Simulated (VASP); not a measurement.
A run of VASP 6.6.1 is set up as follows.

File INCAR:

```
SYSTEM = Te
ALGO = Normal
EDIFF = 1E-6
ENCUT = 520
GGA = PE
ISIF = 2
ISMEAR = -1
LASPH = .True.
LCHARG = .True.
LELF = .True.
LREAL = .False.
LVHAR = .True.
LWAVE = .False.
NBANDS = 16
NELM = 60
PREC = Accurate
SIGMA = 0.08
```

KPOINTS

```
k-points
0
Gamma
  9 9 6
  0 0 0
```

Contents of POSCAR:

```
Te
1.0
    4.4579994587      0.0000000000      0.0000000000
   -2.2289997294      3.8607407813      0.0000000000
    0.0000000000      0.0000000000      5.7472500000
Te
3
Direct
    0.7450000000      0.0000000000      0.3333333333
    0.0000000000      0.7450000000      0.6666666667
    0.2550000000      0.2550000000      0.0000000000
```

Potentials or basis: VASP PAW PBE potentials, release 64 (Te).

Launch:

```sh
$ cat potpaw_PBE.64/Te/POTCAR > POTCAR
$ mpirun -np 1 vasp_std > vasp.out
```

Problem. What does it give for the pressure?

Solution. 5.7 GPa.

Problem. Estimate the largest force.

Solution. 0.949 eV/Å.

Forces on the atoms (eV/Å):
```
Te  -0.949  0.000  0.000
Te   0.475 -0.822  0.000
Te   0.475  0.822  0.000
```

Caveat: the cell differs from its parent crystal (zz strain of -3 %); the cell stands under pressure.
